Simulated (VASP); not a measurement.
# Si (Fd-3m) in VASP: a series of runs

The runs below take Si through single point, with PBE.

Everything below comes from runs of VASP 6.6.1. Logs are shortened: lines on timing, memory, paths and dates and some standing lists are left out, and cuts for length are marked.

### 1 The cell of the first run

The structure is cubic, space group Fd-3m (No. 227). The conventional cell has a = 5.433 Å, b = 5.433 Å, c = 5.433 Å, α = 90.00°, β = 90.00°, γ = 90.00°. Si (site symmetry -43m) has 4 Si at 2.35 Å within 3.1 Å.

### 2 Single point, PBE

File INCAR:

```
SYSTEM = Si
PREC = Accurate ; ENCUT = 500
EDIFF = 1E-6 ; ISMEAR = -1
SIGMA = 0.06122561905347299 ; LREAL = .False.
LASPH = .True. ; NELM = 120
ALGO = Normal ; ISIF = 2
LWAVE = .False. ; LCHARG = .True.
GGA = PE ; LELF = .True.
LVHAR = .True. ; NBANDS = 11
GGA_COMPAT = .False.
```

File KPOINTS:

```
Automatic mesh
0
Gamma
  34 34 34
  0 0 0
```

File POSCAR:

```
Si
1.0
    0.0000000000      2.7167456234      2.7167456234
    2.7167456234      0.0000000000      2.7167456234
    2.7167456234      2.7167456234      0.0000000000
Si
2
Direct
    0.0000000000      0.0000000000      0.0000000000
    0.2500000000      0.2500000000      0.2500000000
```

Potentials or basis: VASP PAW PBE potentials, release 64 (Si).

Launch:

```
$ cat potpaw_PBE.64/Si/POTCAR > POTCAR
$ mpirun -np 1 vasp_std > vasp.out
```

OUTCAR:

```text
SYSTEM = Si
   PREC = Accurate
   ENCUT = 500
   EDIFF = 1E-6
   ISMEAR = -1
   LREAL = .False.
   LASPH = .True.
   NELM = 120
   ISIF = 2
   GGA = PE

 ion  position               nearest neighbor table
   1  0.000  0.000  0.000-   2 2.35   2 2.35   2 2.35   2 2.35
   2  0.250  0.250  0.250-   1 2.35   1 2.35   1 2.35   1 2.35

  LATTYP: Found a face centered cubic cell.
 ALAT       =     5.4334912468

  Lattice vectors:

 A1 = (   0.0000000000,   2.7167456234,   2.7167456234)
 A2 = (   2.7167456234,   0.0000000000,   2.7167456234)
 A3 = (   2.7167456234,   2.7167456234,   0.0000000000)

Analysis of symmetry for initial positions (statically):
=====================================================================
 Subroutine PRICEL returns:
 Original cell was already a primitive cell.

 Routine SETGRP: Setting up the symmetry group for a
 face centered cubic supercell.

 Subroutine GETGRP returns: Found 48 space group operations
 (whereof 24 operations were pure point group operations)
 out of a pool of 48 trial point group operations.

The static configuration has the point symmetry T_d .
 The point group associated with its full space group is O_h .

Analysis of symmetry for dynamics (positions and initial velocities):
=====================================================================
 Subroutine PRICEL returns:
 Original cell was already a primitive cell.

 Routine SETGRP: Setting up the symmetry group for a
 face centered cubic supercell.

 Subroutine GETGRP returns: Found 48 space group operations
 (whereof 24 operations were pure point group operations)
 out of a pool of 48 trial point group operations.

The dynamic configuration has the point symmetry T_d .
 The point group associated with its full space group is O_h .

 Subroutine INISYM returns: Found 48 space group operations
 (whereof 24 operations are pure point group operations),
 and found     1 'primitive' translations

----------------------------------------------------------------------------------------

                                     Primitive cell

  volume of cell :      40.1030

  direct lattice vectors                    reciprocal lattice vectors
     0.000000000  2.716745623  2.716745623    -0.184043731  0.184043731  0.184043731
     2.716745623  0.000000000  2.716745623     0.184043731 -0.184043731  0.184043731
     2.716745623  2.716745623  0.000000000     0.184043731  0.184043731 -0.184043731

[... 89 lines left out ...]
   ISIF   =      2    stress and relaxation
   ISYM   =      2    0-nonsym 1-usesym 2-fastsym
   POTIM  = 0.5000    time-step for ionic-motion
   TEBEG  =    0.0;   TEEND  =   0.0 temperature during run
   PSTRESS=    0.0 pullay stress
   NELECT =       8.0000    total number of electrons
   NUPDOWN=      -1.0000    fix difference up-down
   EMIN   =  10.00;   EMAX   =-10.00  energy-range for DOS
   EFERMI =   0.00;   METHOD = LEGACY
   ISMEAR =    -1;   SIGMA  =   0.06  broadening in eV -4-tet -1-fermi 0-gaus
   EFERMI_NEDOS =   21; number of points for ismear=-14 and -15
   IALGO  =     38    algorithm
   IMIX   =      4    mixing-type and parameters
     AMIX     =   0.40;   BMIX     =  1.00
     AMIX_MAG =   1.60;   BMIX_MAG =  1.00
  volume/ion in A,a.u.               =      20.05       135.31
  Fermi-wavevector in a.u.,A,eV,Ry     =   0.956561  1.807638 12.449444  0.915008
  Thomas-Fermi vector in A             =   2.085500
   LORBIT       =      0    0 simple, 1 ext, 2 COOP (PROOUT), +10 PAW based schemes
   GGA     = PE    functional components
   LHFCALC =     F    Hartree Fock is set to
   AEXX    =    0.0000 exact exchange contribution
   IVDW    =     0    specifies the selected vdW correction
   LEPSILON=     F    determine dielectric tensor
   LRPA    =     F    only Hartree local field effects (RPA)
 non-spin polarized calculation
  energy-cutoff  :      500.00
  volume of cell :       40.10
 maximum number of plane-waves:      1036
   NGX = 13   NGY = 13   NGZ = 13

 number of electron       8.0000001 magnetization

 Free energy of the ion-electron system (eV)
  ---------------------------------------------------
  ext. energy  EPLUGINS =         0.00000000
  ---------------------------------------------------
  free energy    TOTEN  =       -10.84558300 eV

  energy without entropy =      -10.84554185  energy(sigma->0) =      -10.84556242

 E-fermi :   6.0982     XC(G=0):  -9.4034

 val. band max:        5.8097797822   @ k =   0.0000   0.0000   0.0000
 cond. band min:       6.3870234632   @ k =   0.4118   0.4118   0.0000
 fundamental gap:      0.5772436810
 Fermi energy:         6.0982094119

 k-point     1 :       0.0000    0.0000    0.0000
  band No.  band energies     occupation
      1      -6.1369      2.00000
      2       5.8098      1.98217
      3       5.8098      1.98217
      4       5.8098      1.98217
      5       8.3751      0.00000
      6       8.3751      0.00000
      7       8.3751      0.00000
      8       9.1658      0.00000
      9      13.5294      0.00000
     10      13.5294      0.00000
     11      13.7633      0.00000
[... 309 lines left out ...]
 k-point    24 :       0.1765    0.0294    0.0000
  band No.  band energies     occupation
      1      -5.7662      2.00000
      2       3.4281      2.00000
      3       5.2189      2.00000
      4       5.4024      1.99998
      5       8.2298      0.00000
      6       8.8580      0.00000
      7       9.1997      0.00000
      8      11.2331      0.00000
      9      12.6833      0.00000
     10      13.1324      0.00000
     11      14.9420      0.00000

 [... further k-points ...]

------------------------ aborting loop because EDIFF is reached ----------------------------------------

  FORCE on cell =-STRESS in cart. coord.  units (eV):
  Direction    XX          YY          ZZ          XY          YZ          ZX
  --------------------------------------------------------------------------------------
  -------------------------------------------------------------------------------------
  Total        0.4492310      0.4492310      0.4492310     -0.0000000      0.0000000     -0.0000000
  in kB       17.9474753     17.9474753     17.9474753     -0.0000000      0.0000000     -0.0000000
  external PRESSURE =      17.9474753 kB  Pullay stress =       0.0000000 kB

 VOLUME and BASIS-vectors are now :
 -----------------------------------------------------------------------------
  energy-cutoff  :      500.00
  volume of cell :       40.10
      direct lattice vectors                 reciprocal lattice vectors
     0.000000000  2.716745623  2.716745623    -0.184043731  0.184043731  0.184043731
     2.716745623  0.000000000  2.716745623     0.184043731 -0.184043731  0.184043731
     2.716745623  2.716745623  0.000000000     0.184043731  0.184043731 -0.184043731

 POSITION                                       TOTAL-FORCE (eV/Angst)
 -----------------------------------------------------------------------------------
      0.00000      0.00000      0.00000         0.000000      0.000000      0.000000
      1.35837      1.35837      1.35837        -0.000000     -0.000000     -0.000000
 -----------------------------------------------------------------------------------
    total drift:                                0.000000      0.000000     -0.000000

  FREE ENERGIE OF THE ION-ELECTRON SYSTEM (eV)
  ---------------------------------------------------
  free  energy   TOTEN  =       -10.8455829954 eV

  energy  without entropy=      -10.8455418546  energy(sigma->0) =      -10.84556242
```

stdout:

```text
POSCAR found type information on POSCAR Si
 POSCAR found :  1 types and       2 ions
 scaLAPACK will be used
 LDA part: xc-table for (Slater+PW92), standard interpolation
 POSCAR, INCAR and KPOINTS ok, starting setup
 FFT: planning ... GRIDC
 FFT: planning ... GRID_SOFT
 FFT: planning ... GRID
 WAVECAR not read
 entering main loop
```

Run time: 3.2 min. Hardware: 1 thread of Intel Xeon Platinum 8375C at 2.90GHz (Ice Lake), shared host; peak memory 0.43 GiB.

What came out:

| Quantity | Value |
| --- | --- |
| Free energy | -10.8456 eV |
| Pressure | 1.8 GPa |
| Band gap on the k mesh | 0.58 eV (least direct gap 2.57 eV) |

Levels at points of the mesh, in eV from the valence-band top:
| k point | band 2 | band 3 | band 4 | band 5 | band 6 | band 7 |
| --- | --- | --- | --- | --- | --- | --- |
| (0.00, 0.00, 0.00) | 0.00 | 0.00 | 0.00 | 2.57 | 2.57 | 2.57 |
| (0.50, 0.00, 0.00) | -6.96 | -1.20 | -1.20 | 1.54 | 3.34 | 3.34 |
| (0.50, 0.50, 0.00) | -7.81 | -2.84 | -2.84 | 0.71 | 0.71 | 10.10 |

A k mesh can miss the band edges.

### 3 Single point, PBE

This run uses another cell than the first one, of 20.46 Å³/atom.

File INCAR:

```
ALGO = Normal
EDIFF = 1E-6
ENCUT = 500
GGA = PE
GGA_COMPAT = F
ISIF = 2
ISMEAR = -1
LASPH = T
LCHARG = T
LELF = T
LREAL = F
LVHAR = T
LWAVE = F
NBANDS = 11
NELM = 120
PREC = Accurate
SIGMA = 0.06122561905347299
```

File KPOINTS:

```
k-points
0
Gamma
  34 34 34
```

File POSCAR:

```
Si
1.0
    0.0000000000      2.7351025696      2.7351025696
    2.7351025696      0.0000000000      2.7351025696
    2.7351025696      2.7351025696      0.0000000000
Si
2
Direct
    0.0000000000      0.0000000000      0.0000000000
    0.2500000000      0.2500000000      0.2500000000
```

Potentials or basis: VASP PAW PBE potentials, release 64 (Si).

Launch:

```
$ cat potpaw_PBE.64/Si/POTCAR > POTCAR
$ mpirun -np 1 vasp_std > vasp.out
```

It took 3 min on 1 thread of Intel Xeon Platinum 8375C at 2.90GHz (Ice Lake), shared host; peak memory 0.44 GiB.

It converged, with:

```
Free energy            : -10.8499 eV
Pressure               : -0.1 GPa
Band gap on the k mesh : 0.61 eV (least direct gap 2.56 eV)
```

Levels at points of the mesh, in eV from the valence-band top:
```
           k point  band 2  band 3  band 4  band 5  band 6  band 7
(0.00, 0.00, 0.00)    0.00    0.00    0.00    2.56    2.56    2.56
(0.50, 0.00, 0.00)   -6.86   -1.18   -1.18    1.46    3.35    3.35
(0.50, 0.50, 0.00)   -7.74   -2.79   -2.79    0.75    0.75    9.93
```

A k mesh can miss the band edges.

### 4 Single point, PBE

This run uses another cell than the first one, of 20.87 Å³/atom.

File INCAR:

```
SYSTEM = Si
  ALGO = Normal
  EDIFF = 1E-6
  ENCUT = 500
  GGA = PE
  GGA_COMPAT = .False.
  ISIF = 2
  ISMEAR = -1
  LASPH = .True.
  LCHARG = .False.
  LREAL = .False.
  LWAVE = .False.
  NBANDS = 11
  NELM = 120
  PREC = Accurate
  SIGMA = 0.06122561905347299
```

File KPOINTS:

```
k-points
0
Gamma
  34 34 34
  0 0 0
```

File POSCAR:

```
Si
1.0
    0.0000000000      2.7532163596      2.7532163596
    2.7532163596      0.0000000000      2.7532163596
    2.7532163596      2.7532163596      0.0000000000
Si
2
Direct
    0.0000000000      0.0000000000      0.0000000000
    0.2500000000      0.2500000000      0.2500000000
```

Potentials or basis: VASP PAW PBE potentials, release 64 (Si).

Launch:

```
$ cat potpaw_PBE.64/Si/POTCAR > POTCAR
$ mpirun -np 1 vasp_std > vasp.out
```

OUTCAR:

```text
SYSTEM = Si
   EDIFF = 1E-6
   ENCUT = 500
   GGA = PE
   ISIF = 2
   ISMEAR = -1
   LASPH = .True.
   LREAL = .False.
   NELM = 120
   PREC = Accurate

 ion  position               nearest neighbor table
   1  0.000  0.000  0.000-   2 2.38   2 2.38   2 2.38   2 2.38
   2  0.250  0.250  0.250-   1 2.38   1 2.38   1 2.38   1 2.38

  LATTYP: Found a face centered cubic cell.
 ALAT       =     5.5064327192

  Lattice vectors:

 A1 = (   0.0000000000,   2.7532163596,   2.7532163596)
 A2 = (   2.7532163596,   0.0000000000,   2.7532163596)
 A3 = (   2.7532163596,   2.7532163596,   0.0000000000)

[... 513 lines left out ...]
      8      10.5141      0.00000
      9      12.2790      0.00000
     10      12.7263      0.00000
     11      14.3725      0.00000

 [... further k-points ...]
[... 5 lines left out ...]
  --------------------------------------------------------------------------------------
  -------------------------------------------------------------------------------------
  Total       -0.4571870     -0.4571870     -0.4571870      0.0000000      0.0000000      0.0000000
  in kB      -17.5490419    -17.5490419    -17.5490419      0.0000000      0.0000000      0.0000000
  external PRESSURE =     -17.5490419 kB  Pullay stress =       0.0000000 kB

 VOLUME and BASIS-vectors are now :
 -----------------------------------------------------------------------------
  energy-cutoff  :      500.00
  volume of cell :       41.74
      direct lattice vectors                 reciprocal lattice vectors
     0.000000000  2.753216360  2.753216360    -0.181605778  0.181605778  0.181605778
     2.753216360  0.000000000  2.753216360     0.181605778 -0.181605778  0.181605778
     2.753216360  2.753216360  0.000000000     0.181605778  0.181605778 -0.181605778

 POSITION                                       TOTAL-FORCE (eV/Angst)
 -----------------------------------------------------------------------------------
      0.00000      0.00000      0.00000        -0.000000      0.000000     -0.000000
      1.37661      1.37661      1.37661         0.000000     -0.000000      0.000000
 -----------------------------------------------------------------------------------
    total drift:                                0.000000      0.000000     -0.000000

  FREE ENERGIE OF THE ION-ELECTRON SYSTEM (eV)
  ---------------------------------------------------
  free  energy   TOTEN  =       -10.8451902034 eV

  energy  without entropy=      -10.8451640759  energy(sigma->0) =      -10.84517714
```

stdout:

```text
POSCAR found type information on POSCAR Si
 POSCAR found :  1 types and       2 ions
 scaLAPACK will be used
 LDA part: xc-table for (Slater+PW92), standard interpolation
 POSCAR, INCAR and KPOINTS ok, starting setup
 FFT: planning ... GRIDC
 FFT: planning ... GRID_SOFT
 FFT: planning ... GRID
 WAVECAR not read
 entering main loop
```

Run time: 3.1 min. Hardware: 1 thread of Intel Xeon Platinum 8375C at 2.90GHz (Ice Lake), shared host; peak memory 0.44 GiB.

What came out:

```yaml
Free_energy: -10.8452 eV
Pressure: -1.8 GPa
Band_gap_on_the_k_mesh: 0.65 eV (least direct gap 2.55 eV)
```

A k mesh can miss the band edges.

(Part 1 of 2 ends here.)
